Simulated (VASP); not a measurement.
Wanted: the native input for a VASP 6.6.1 run.

```yaml
Task: single point
Functional: PBEsol
Potentials_or_basis: VASP PAW PBE potentials, release 64 (Ni, Al)
Cutoff: 520 eV
k_mesh: 9 × 9 × 9
Occupations: methfessel-paxton, width 0.2 eV
Spin: collinear spin, ferromagnetic start
Starting_moments: "[1.0, 0.0] μB"
Hubbard_terms: Ni d U = 7.0 eV
Dipole_correction: no
Further_INCAR_settings: ALGO = Normal; EDIFF = 1e-07; NBANDS = 18
```

The structure of AlNi lies in POSCAR:

```
AlNi
1.0
    2.8810000000      0.0000000000      0.0000000000
    0.0000000000      2.8810000000      0.0000000000
    0.0000000000      0.0000000000      2.8810000000
Ni Al
1 1
Direct
    0.5000000000      0.5000000000      0.5000000000
    0.0000000000      0.0000000000      0.0000000000
```

These files were run (other wordings do the same):

INCAR

```
PREC = Accurate ; ENCUT = 520
EDIFF = 1E-7 ; ISMEAR = 1
SIGMA = 0.2 ; LREAL = F
LASPH = T ; NELM = 150
ALGO = Normal ; ISIF = 2
LWAVE = F ; LCHARG = T
ISPIN = 2 ; MAGMOM = 1 0
LORBIT = 11 ; LMAXMIX = 4
LDAU = T ; LDAUTYPE = 2
LDAUL = 2 -1 ; LDAUU = 7 0
LDAUJ = 0 0 ; LDAUPRINT = 1
GGA = PS ; LELF = T
LVHAR = T ; NBANDS = 18
```

KPOINTS

```
Automatic mesh
0
Gamma
  9 9 9
```

Potentials or basis: VASP PAW PBE potentials, release 64 (Ni, Al).

The run is started by

```sh
$ cat potpaw_PBE.64/Ni/POTCAR potpaw_PBE.64/Al/POTCAR > POTCAR
$ mpirun -np 1 vasp_std > vasp.out
```

It gave:

```
Pressure                                              : -12.2 GPa
Net moment                                            : 0.00 μB per cell
Valence electrons inside the program's atomic spheres : Ni 9.79; Al 0.78
```

Caveat: the PAW data sets were made with another functional, which shifts forces and pressure a little; the U is typed as a test and isn't derived for this compound.

Wall time 17 s on 1 thread of Intel(R) Xeon(R) Platinum 8488C (Sapphire Rapids) (shared host), peak memory 0.16 GiB.
